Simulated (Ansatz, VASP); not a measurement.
**NaH: VASP beside Ansatz**

File INCAR:

```
PREC = Accurate
ENCUT = 520
EDIFF = 1E-6
ISMEAR = 0
SIGMA = 0.05
LREAL = F
LASPH = T
NELM = 80
ALGO = Normal
ISIF = 2
LWAVE = F
LCHARG = F
GGA = PE
NBANDS = 11
```

Contents of KPOINTS:

```
regular mesh
0
Gamma
  10 10 10
```

POSCAR

```
NaH
1.0
    2.8812459000      0.0000000000      0.0000000000
    0.0000000000      2.8812459000      0.0000000000
    0.0000000000      0.0000000000      3.0290021000
Na H
1 1
Direct
    0.0000000000      0.0000000000      0.0000000000
    0.5000000000      0.5000000000      0.5000000000
```

Input for Ansatz:

```yaml
crystal:
  lattice:
    - [2.8812459, 0.0, 0.0]
    - [0.0, 2.8812459, 0.0]
    - [0.0, 0.0, 3.0290021]
  atoms:
    - { symbol: Na, position: [0.0, 0.0, 0.0] }
    - { symbol: H, position: [0.5, 0.5, 0.5] }
basis:
  ecutwfc: 420
kpoints:
  mp_grid: { grid: [10, 10, 10] }
hamiltonian:
  xc: pbe
scf:
  occupations: { method: gaussian, width: 0.05 }
output:
  forces: true
  stress: true
  eigenvalues: true
```

Change from the starting cell: strain -0.025 along x and y, +0.025 along z, atoms carried along.

Alike in both runs: task single point; functional PBE; k mesh 10 × 10 × 10; occupations gaussian, width 0.05 eV; no spin polarisation.

|  | VASP | Ansatz |
| --- | --- | --- |
| version | VASP 6.6.1 | Ansatz 0.2.0 |
| potentials or method | VASP PAW PBE potentials, release 64 (Na_pv, H), cutoff 520 eV | scalar-relativistic, plane waves, PAW |
| valence electrons in the cell | 8 | 10 |

Ansatz gave:

- gap on the k mesh at the Fermi level (eV): 0.70
- least direct gap on the mesh (eV): 4.40
- pressure (GPa): 0.9
- traceless stress, the component that is largest in VASP (GPa): -3.91

Which values does VASP return?

gap on the k mesh at the Fermi level (eV): 0.69; least direct gap on the mesh (eV): 4.40; pressure (GPa): 0.9; traceless stress, the component that is largest in VASP (GPa): -3.92.

VASP's potentials hold 8 valence electrons a cell and Ansatz's 10, so a difference there can come from the potentials and not from the codes.
